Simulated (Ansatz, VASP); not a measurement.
**GaP: VASP beside Ansatz**

```
CELL_PARAMETERS angstrom
0.00000 2.72525 2.72525
2.72525 0.00000 2.72525
2.72525 2.72525 0.00000
ATOMIC_POSITIONS crystal
Ga 0.00000 0.00000 0.00000
P 0.25000 0.25000 0.25000
```

Alike in both runs: task single point; functional PBE; k mesh 8 × 8 × 8; occupations gaussian, width 0.02 eV; no spin polarisation.

|  | VASP | Ansatz |
| --- | --- | --- |
| version | VASP 6.6.1 | Ansatz 0.2.0 |
| potentials or method | VASP PAW PBE potentials, release 64 (Ga_d, P), cutoff 520 eV | scalar-relativistic, plane waves, PAW |
| valence electrons in the cell | 18 | 18 |

|  | VASP | Ansatz | Ansatz less VASP |
| --- | --- | --- | --- |
| gap on the k mesh at the Fermi level (eV) | 1.64 | 1.64 | 0.000 |
| least direct gap on the mesh (eV) | 1.83 | 1.83 | +0.002 |
| pressure (GPa) | 2.4 | 2.5 | +0.08 |

The functional is the same, so the differences come from potentials, cutoffs and numerics.
